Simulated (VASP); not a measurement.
# BaTe (Fm-3m) in VASP: single point with PBE

Aim: the single point of BaTe with PBE.

All numbers are computed with VASP 6.6.1; they aren't measurements. Logs are shortened: lines on timing, memory, paths and dates and some standing lists are left out, and cuts for length are marked.

## Step 1: The cell of the first run

Symmetry: Fm-3m, No. 225, cubic system. Conventional cell: a = 7.064 Å, b = 7.064 Å, c = 7.064 Å, α = 90.00°, β = 90.00°, γ = 90.00°. Within 4.6 Å of Ba (site symmetry m-3m) lie 6 Te at 3.53 Å. Te (site symmetry m-3m) has 6 Ba at 3.53 Å within 4.6 Å.

## Step 2: Single point, PBE

INCAR reads:

```
PREC     = Accurate       # precision mode
ENCUT    = 520            # plane-wave cutoff, eV
EDIFF    = 1E-6           # SCF threshold, eV
ISMEAR   = 0              # smearing method
SIGMA    = 0.02           # smearing width, eV
LREAL    = F              # projectors in reciprocal space
LASPH    = T              # aspherical terms in the spheres
NELM     = 80             # most SCF steps
ALGO     = Normal         # electronic algorithm
ISIF     = 2              # what is computed and relaxed
LWAVE    = F              # write WAVECAR
LCHARG   = F              # write CHGCAR
GGA      = PE             # functional
NBANDS   = 33             # bands
```

KPOINTS reads:

```
Automatic mesh
0
Gamma
  6 6 4
```

POSCAR reads:

```
BaTe
1.0
    4.9950662288      0.0000000000      0.0000000000
   -2.4975331144      4.3258542477      0.0000000000
    0.0000000000      0.0000000000     12.2353162529
Ba Te
3 3
Direct
    0.0000000000      0.0000000000      0.0000000000
    0.3333333333      0.6666666667      0.3333333333
    0.6666666667      0.3333333333      0.6666666667
    0.6666666667      0.3333333333      0.1666666667
    0.0000000000      0.0000000000      0.5000000000
    0.3333333333      0.6666666667      0.8333333333
```

Potentials or basis: VASP PAW PBE potentials, release 64 (Ba_sv, Te).

Started as:

```sh
cat potpaw_PBE.64/Ba_sv/POTCAR potpaw_PBE.64/Te/POTCAR > POTCAR
mpirun -np 1 vasp_std > vasp.out
```

OUTCAR:

```text
PREC = Accurate
   ENCUT = 520
   EDIFF = 1E-6
   ISMEAR = 0
   LREAL = F
   LASPH = T
   NELM = 80
   ISIF = 2
   GGA = PE

 ion  position               nearest neighbor table
   1  0.000  0.000  0.000-   4 3.53   6 3.53   6 3.53   4 3.53   4 3.53   6 3.53
   2  0.333  0.667  0.333-   4 3.53   4 3.53   5 3.53   4 3.53   5 3.53   5 3.53
   3  0.667  0.333  0.667-   6 3.53   6 3.53   5 3.53   6 3.53   5 3.53   5 3.53
   4  0.667  0.333  0.167-   2 3.53   2 3.53   1 3.53   2 3.53   1 3.53   1 3.53
   5  0.000  0.000  0.500-   2 3.53   3 3.53   2 3.53   3 3.53   3 3.53   2 3.53
   6  0.333  0.667  0.833-   3 3.53   3 3.53   1 3.53   3 3.53   1 3.53   1 3.53

  LATTYP: Found a hexagonal cell.
 ALAT       =     4.9950662288
 C/A-ratio  =     2.4494802856

  Lattice vectors:

 A1 = (   4.9950662288,   0.0000000000,   0.0000000000)
 A2 = (  -2.4975331144,   4.3258542477,   0.0000000000)
 A3 = (   0.0000000000,   0.0000000000,  12.2353162529)

Analysis of symmetry for initial positions (statically):
=====================================================================
 Subroutine PRICEL returns following result:

  LATTYP: Found a face centered cubic cell.
 ALAT       =     7.0640722227

  Lattice vectors:

 A1 = (   2.4975331142,  -1.4419514158,   4.0784387506)
 A2 = (  -0.0000000002,   2.8839028319,   4.0784387506)
 A3 = (  -2.4975331139,  -1.4419514162,   4.0784387518)

   3 primitive cells build up your supercell.

 Routine SETGRP: Setting up the symmetry group for a
 hexagonal supercell.

 Subroutine GETGRP returns: Found 12 space group operations
 (whereof 12 operations were pure point group operations)
 out of a pool of 24 trial point group operations.

The static configuration has the point symmetry D_3d.

Analysis of symmetry for dynamics (positions and initial velocities):
=====================================================================
 Subroutine PRICEL returns following result:

  LATTYP: Found a face centered cubic cell.
 ALAT       =     7.0640722227

  Lattice vectors:

 A1 = (   2.4975331142,  -1.4419514158,   4.0784387506)
 A2 = (  -0.0000000002,   2.8839028319,   4.0784387506)
 A3 = (  -2.4975331139,  -1.4419514162,   4.0784387518)

   3 primitive cells build up your supercell.

 Routine SETGRP: Setting up the symmetry group for a
 hexagonal supercell.

 Subroutine GETGRP returns: Found 12 space group operations
 (whereof 12 operations were pure point group operations)
 out of a pool of 24 trial point group operations.

The dynamic configuration has the point symmetry D_3d.

 Subroutine INISYM returns: Found 12 space group operations
 (whereof 12 operations are pure point group operations),
 and found     3 'primitive' translations

----------------------------------------------------------------------------------------

                                     Primitive cell

  volume of cell :      88.1266

  direct lattice vectors                    reciprocal lattice vectors
     2.497533114 -1.441951416  4.078438751     0.200197546 -0.115584107  0.081730621
    -0.000000000  2.883902832  4.078438751     0.000000000  0.231168214  0.081730621
    -2.497533114 -1.441951416  4.078438752    -0.200197546 -0.115584107  0.081730621

  length of vectors
     4.995053371  4.995053372  4.995053372     0.245191023  0.245191023  0.245191023

  position of ions in fractional coordinates (direct lattice)
     0.000000000  0.000000000  0.000000000
     0.500000000  0.500000000  0.500000000

  ion indices of the primitive-cell ions
   primitive index   ion index
                 1           1
                 2           4

----------------------------------------------------------------------------------------

 KPOINTS: Automatic mesh

Automatic generation of k-mesh.
 Grid dimensions read from file:
 generate k-points for:    6    6    4

 Generating k-lattice:

  Cartesian coordinates                     Fractional coordinates (reciprocal lattice)
     0.033366258  0.019264018  0.000000000     0.166666667 -0.000000000  0.000000000
     0.000000000  0.038528036  0.000000000     0.000000000  0.166666667  0.000000000
     0.000000000  0.000000000  0.020432655     0.000000000  0.000000000  0.250000000

  Length of vectors
     0.038528036  0.038528036  0.020432655

  Shift w.r.t. Gamma in fractional coordinates (k-lattice)
     0.000000000  0.000000000  0.000000000

 Subroutine IBZKPT returns following result:
 ===========================================

 Found     24 irreducible k-points:

 Following reciprocal coordinates:
            Coordinates               Weight
  0.000000  0.000000  0.000000      1.000000
  0.166667  0.000000  0.000000      6.000000
  0.333333  0.000000  0.000000      6.000000
  0.500000 -0.000000  0.000000      3.000000
  0.166667  0.166667  0.000000      6.000000
  0.333333  0.166667  0.000000     12.000000
[... 16 lines left out ...]
  0.333333  0.166667  0.500000     12.000000
  0.333333  0.333333  0.500000      2.000000
   k-points           NKPTS =     24   k-points in BZ     NKDIM =     24   number of bands    NBANDS=     33
   number of dos      NEDOS =    301   number of ions     NIONS =      6
   total plane-waves  NPLWV = 153600
   dimension x,y,z NGX =    40 NGY =   40 NGZ =   96
   dimension x,y,z NGXF=    80 NGYF=   80 NGZF=  192
   ions per type =               3   3
   NGX,Y,Z   is equivalent  to a cutoff of  13.31, 13.31, 13.04 a.u.
   NGXF,Y,Z  is equivalent  to a cutoff of  26.63, 26.63, 26.09 a.u.
 SYSTEM =  unknown system
   PREC   = accura    normal or accurate (medium, high low for compatibility)
   ISTART =      0    job   : 0-new  1-cont  2-samecut
   ICHARG =      2    charge: 1-file 2-atom 10-const
   ISPIN  =      1    spin polarized calculation?
   LNONCOLLINEAR =      F non collinear calculations
   LSORBIT =      F    spin-orbit coupling
   LASPH  =      T    aspherical Exc in radial PAW
   ENCUT  =  520.0 eV  38.22 Ry    6.18 a.u.   9.29  9.29 22.75*2*pi/ulx,y,z
   NELM   =     80;   NELMIN=  2; NELMDL= -5     # of ELM steps
   EDIFF  = 0.1E-05   stopping-criterion for ELM
   LREAL  =      F    real-space projection
   EDIFFG = 0.1E-04   stopping-criterion for IOM
   NSW    =      0    number of steps for IOM
   IBRION =     -1    ionic relax: 0-MD 1-quasi-New 2-CG
   NFREE  =      0    steps in history (QN), initial steepest desc. (CG)
   ISIF   =      2    stress and relaxation
   ISYM   =      2    0-nonsym 1-usesym 2-fastsym
   POTIM  = 0.5000    time-step for ionic-motion
   TEBEG  =    0.0;   TEEND  =   0.0 temperature during run
   PSTRESS=    0.0 pullay stress
   NELECT =      48.0000    total number of electrons
   NUPDOWN=      -1.0000    fix difference up-down
   EMIN   =  10.00;   EMAX   =-10.00  energy-range for DOS
   EFERMI =   0.00;   METHOD = LEGACY
   ISMEAR =     0;   SIGMA  =   0.02  broadening in eV -4-tet -1-fermi 0-gaus
   EFERMI_NEDOS =   21; number of points for ismear=-14 and -15
   IALGO  =     38    algorithm
   IMIX   =      4    mixing-type and parameters
     AMIX     =   0.40;   BMIX     =  1.00
     AMIX_MAG =   1.60;   BMIX_MAG =  1.00
  volume/ion in A,a.u.               =      44.06       297.35
  Fermi-wavevector in a.u.,A,eV,Ry     =   0.926999  1.751774 11.691848  0.859327
  Thomas-Fermi vector in A             =   2.053021
   LORBIT       =      0    0 simple, 1 ext, 2 COOP (PROOUT), +10 PAW based schemes
   GGA     = PE    functional components
   LHFCALC =     F    Hartree Fock is set to
   AEXX    =    0.0000 exact exchange contribution
   IVDW    =     0    specifies the selected vdW correction
   LEPSILON=     F    determine dielectric tensor
   LRPA    =     F    only Hartree local field effects (RPA)
 non-spin polarized calculation
 Gauss-broadening in eV      SIGMA  =   0.02
  energy-cutoff  :      520.00
  volume of cell :      264.38
 maximum number of plane-waves:      7185
 NGX is ok and might be reduce to    40
   NGX = 19   NGY = 19   NGZ = 45

 number of electron      47.9999999 magnetization

 Free energy of the ion-electron system (eV)
  ---------------------------------------------------
  ext. energy  EPLUGINS =         0.00000000
  ---------------------------------------------------
  free energy    TOTEN  =       -25.88543480 eV

  energy without entropy =      -25.88543480  energy(sigma->0) =      -25.88543480

 E-fermi :   2.2498     XC(G=0):  -8.1370

 val. band max:        2.1072752365   @ k =   0.0000   0.0000   0.0000
 cond. band min:       3.6844844751   @ k =   0.5000  -0.0000   0.0000
 fundamental gap:      1.5772092387
 Fermi energy:         2.2497603646

 k-point     1 :       0.0000    0.0000    0.0000
  band No.  band energies     occupation
      1     -24.9848      2.00000
      2     -24.9763      2.00000
      3     -24.9763      2.00000
      4     -10.4146      2.00000
      5     -10.4146      2.00000
      6     -10.1378      2.00000
[... 25 lines left out ...]
     32       5.6371      0.00000
     33       6.2070      0.00000

 k-point     2 :       0.1667    0.0000    0.0000
  band No.  band energies     occupation
      1     -24.9822      2.00000
      2     -24.9748      2.00000
      3     -24.9747      2.00000
      4     -10.3942      2.00000
      5     -10.3842      2.00000
      6     -10.2172      2.00000
[... 25 lines left out ...]
     32       6.0507      0.00000
     33       6.5053      0.00000

 k-point     3 :       0.3333    0.0000    0.0000
  band No.  band energies     occupation
      1     -24.9767      2.00000
      2     -24.9724      2.00000
      3     -24.9714      2.00000
      4     -10.4050      2.00000
      5     -10.3688      2.00000
      6     -10.3259      2.00000
[... 25 lines left out ...]
     32       6.6135      0.00000
     33       6.8473      0.00000

 k-point     4 :       0.5000   -0.0000    0.0000
  band No.  band energies     occupation
      1     -24.9726      2.00000
      2     -24.9726      2.00000
      3     -24.9698      2.00000
      4     -10.4378      2.00000
      5     -10.4378      2.00000
      6     -10.3151      2.00000
[... 25 lines left out ...]
     32       7.0919      0.00000
     33       7.0965      0.00000

 k-point     5 :       0.1667    0.1667    0.0000
  band No.  band energies     occupation
      1     -24.9782      2.00000
      2     -24.9726      2.00000
      3     -24.9726      2.00000
      4     -10.3621      2.00000
      5     -10.3621      2.00000
      6     -10.3218      2.00000
[... 604 lines left out ...]
 k-point    22 :       0.1667    0.1667    0.5000
  band No.  band energies     occupation
      1     -24.9763      2.00000
      2     -24.9763      2.00000
      3     -24.9707      2.00000
      4     -10.3634      2.00000
      5     -10.3431      2.00000
      6     -10.3431      2.00000
[... 25 lines left out ...]
     32       6.4218      0.00000
     33       6.7892      0.00000

 k-point    23 :       0.3333    0.1667    0.5000
  band No.  band energies     occupation
      1     -24.9731      2.00000
      2     -24.9720      2.00000
      3     -24.9699      2.00000
      4     -10.4426      2.00000
      5     -10.3490      2.00000
      6     -10.2936      2.00000
[... 25 lines left out ...]
     32       6.9547      0.00000
     33       7.0766      0.00000

 k-point    24 :       0.3333    0.3333    0.5000
  band No.  band energies     occupation
      1     -24.9707      2.00000
      2     -24.9707      2.00000
      3     -24.9707      2.00000
      4     -10.3633      2.00000
      5     -10.3633      2.00000
      6     -10.3633      2.00000
[... 25 lines left out ...]
     32       7.3540      0.00000
     33       7.3635      0.00000

------------------------ aborting loop because EDIFF is reached ----------------------------------------

  FORCE on cell =-STRESS in cart. coord.  units (eV):
  Direction    XX          YY          ZZ          XY          YZ          ZX
  --------------------------------------------------------------------------------------
  -------------------------------------------------------------------------------------
  Total        0.5077238      0.5077238      0.5025202      0.0000000      0.0000000      0.0000000
  in kB        3.0768745      3.0768745      3.0453400      0.0000000      0.0000000      0.0000000
  external PRESSURE =       3.0663630 kB  Pullay stress =       0.0000000 kB

 VOLUME and BASIS-vectors are now :
 -----------------------------------------------------------------------------
  energy-cutoff  :      520.00
  volume of cell :      264.38
      direct lattice vectors                 reciprocal lattice vectors
     4.995066229  0.000000000  0.000000000     0.200197546  0.115584107  0.000000000
    -2.497533114  4.325854248  0.000000000     0.000000000  0.231168214  0.000000000
     0.000000000  0.000000000 12.235316253     0.000000000  0.000000000  0.081730621

 POSITION                                       TOTAL-FORCE (eV/Angst)
 -----------------------------------------------------------------------------------
      0.00000      0.00000      0.00000        -0.000000      0.000000      0.000000
     -0.00000      2.88390      4.07844         0.000000      0.000000      0.000000
      2.49753      1.44195      8.15688        -0.000000     -0.000000      0.000000
      2.49753      1.44195      2.03922         0.000000      0.000000     -0.000000
      0.00000      0.00000      6.11766         0.000000      0.000000      0.000000
     -0.00000      2.88390     10.19610         0.000000      0.000000      0.000000
 -----------------------------------------------------------------------------------
    total drift:                                0.000000     -0.000000     -0.000000

  FREE ENERGIE OF THE ION-ELECTRON SYSTEM (eV)
  ---------------------------------------------------
  free  energy   TOTEN  =       -25.8854348021 eV

  energy  without entropy=      -25.8854348021  energy(sigma->0) =      -25.88543480
```

It took 7.5 min on 1 thread of Intel Xeon 8259CL, shared host; peak memory 0.48 GiB.

What came out:

- Free energy: -25.8854 eV
- Pressure: 0.3 GPa
- Band gap on the k mesh: 1.58 eV

Caveat: spin-orbit coupling is left out, which moves the levels of the heavy elements. A k mesh can miss the band edges.
